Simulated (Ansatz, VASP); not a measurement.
Ta16H: VASP beside Ansatz

```
CELL_PARAMETERS angstrom
6.58062 0.00000 0.00000
0.00000 6.59436 0.00000
0.00000 0.00000 6.58062
ATOMIC_POSITIONS crystal
Ta 0.99169 0.99458 0.00000
Ta 0.25000 0.25542 0.25831
Ta 0.00079 0.00049 0.50000
Ta 0.25000 0.25542 0.74169
Ta 0.99913 0.50180 0.00000
Ta 0.25000 0.74820 0.25087
Ta 0.99978 0.50124 0.50000
Ta 0.25000 0.74820 0.74913
Ta 0.50831 0.99458 0.00000
Ta 0.75000 0.24951 0.24921
Ta 0.49921 0.00049 0.50000
Ta 0.75000 0.24951 0.75079
Ta 0.50087 0.50180 0.00000
Ta 0.75000 0.74876 0.25022
Ta 0.50022 0.50124 0.50000
Ta 0.75000 0.74876 0.74978
H 0.25000 0.12500 0.00000
```

Alike in both runs: functional PBEsol; k mesh 8 × 8 × 8; occupations gaussian, width 0.1 eV; no spin polarisation.

Ansatz relaxed the structure, and its values are those at the end. VASP's run is a single point on that final structure, the one shown.

|  | VASP | Ansatz |
| --- | --- | --- |
| version | VASP 6.6.1 | Ansatz 0.2.0 |
| potentials or method | VASP PAW PBE potentials, release 64 (Ta_pv, H) | scalar-relativistic, plane waves, PAW |
| plane-wave cutoff (eV) | 520 | 420 |
| valence electrons in the cell | 177 | 209 |

Ansatz gave:

* gap on the k mesh at the Fermi level (eV): none
* pressure (GPa): 0.0
* rms of the force components (eV/Å): 0.003

**Question.** What did VASP give for the same quantities?

**Answer.** gap on the k mesh at the Fermi level (eV): none; pressure (GPa): 0.2; rms of the force components (eV/Å): 0.005.

VASP's potentials were made for PBE, not for PBEsol. A gap of «none» marks a metal or a gap that the smearing closes. VASP's potentials hold 177 valence electrons a cell and Ansatz's 209, so a difference there can come from the potentials and not from the codes.

Neither program's run includes spin-orbit coupling.
